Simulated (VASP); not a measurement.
Crystal: Si.

```
CELL_PARAMETERS angstrom
-2.37137 2.37137 1.32927
2.37137 -2.37137 1.32927
2.37137 2.37137 -1.32927
ATOMIC_POSITIONS crystal
Si 0.50000 0.50000 0.00000
Si 0.25000 0.75000 0.50000
```

| Quantity | Value |
| --- | --- |
| Program | VASP 6.6.1 |
| Task | relaxation of cell and atoms |
| Functional | revPBE |
| Dispersion | D3(BJ) |
| Potentials or basis | VASP PAW PBE potentials, release 64 (Si) |
| Cutoff | 600 eV |
| k mesh | 11 × 11 × 11 |
| Occupations | fermi-dirac, width 0.05 eV |
| Spin | no spin polarisation |

At the start: pressure -4.6 GPa; volume 14.95 Å³/atom.

Task: How do energy, volume and symmetry change on relaxing?

Result: Over 11 steps the energy falls by 14.8 meV/atom and the volume is 14.32 Å³/atom (-4.2 %); space group I4_1/amd (No. 141, to 0.1 Å) before and after.

The path:
```tsv
step	energy change (eV)	largest force (eV/Å)	pressure (GPa)	volume (Å³)
1	0.0000	0.0000	-4.62	29.90
2	-0.0148	0.0000	2.94	28.07
3	-0.0195	0.0000	0.28	28.65
4	-0.0228	0.0000	0.28	28.60
5	-0.0293	0.0000	0.67	28.48
6	-0.0289	0.0000	0.58	28.52
7	-0.0294	0.0000	0.63	28.50
8	-0.0292	0.0000	-0.75	28.80
9	-0.0297	0.0000	0.03	28.63
10	-0.0297	0.0000	0.02	28.63
11	-0.0297	0.0000	-0.01	28.64
```

Final structure:
```xyz
2
Lattice="-2.3727 2.3727 1.2717 2.3727 -2.3727 1.2717 2.3727 2.3727 -1.2717" Properties=species:S:1:pos:R:3 pbc="T T T"
Si    0.0000    0.0000    1.2717
Si    2.3727    0.0000    0.6358
```

Caveat: the PAW data sets were made with another functional, which shifts forces and pressure a little.
